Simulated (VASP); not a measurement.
SnSe: single point with PBE+D3(BJ)

The system is SnSe.

```
Sn Se
1.0
     0.00000    2.98666    2.98666
     2.98666    0.00000    2.98666
     2.98666    2.98666    0.00000
Sn Se
1 1
Direct
  0.00000 0.00000 0.00000
  0.50000 0.50000 0.50000
```

- Program: VASP 6.6.1
- Task: single point
- Functional: PBE
- Dispersion: D3(BJ)
- Potentials or basis: VASP PAW PBE potentials, release 64 (Sn_d, Se)
- Cutoff: 520 eV
- k mesh: 8 × 8 × 8
- Occupations: fermi-dirac, width 0.05 eV
- Spin: no spin polarisation

| Property | Result |
| --- | --- |
| Pressure | 0.0 GPa |
| Band gap on the k mesh | 0.69 eV, direct |
| Dispersion energy per atom | -0.362 eV |

Levels at points of the mesh, in eV from the valence-band top:
| k point | band 6 | band 7 | band 8 | band 9 | band 10 | band 11 | band 12 | band 13 | band 14 | band 15 |
| --- | --- | --- | --- | --- | --- | --- | --- | --- | --- | --- |
| (0.00, 0.00, 0.00) | -14.01 | -4.97 | -2.24 | -2.24 | -2.24 | 4.43 | 4.43 | 4.43 | 5.86 | 5.86 |
| (0.50, 0.00, 0.00) | -13.03 | -8.15 | -1.99 | -1.99 | 0.00 | 0.69 | 1.26 | 1.26 | 8.33 | 10.24 |
| (0.50, 0.50, 0.00) | -12.73 | -5.99 | -5.61 | -3.73 | -3.73 | 2.97 | 5.50 | 5.50 | 6.14 | 10.54 |

It took 19 s on 1 thread of Intel(R) Xeon(R) Platinum 8259CL CPU @ 2.50GHz (Skylake/Cascade Lake), on a shared host, peak memory 0.19 GiB.

Caveat: spin-orbit coupling is left out, which moves the levels of the heavy elements. A k mesh can miss the band edges.
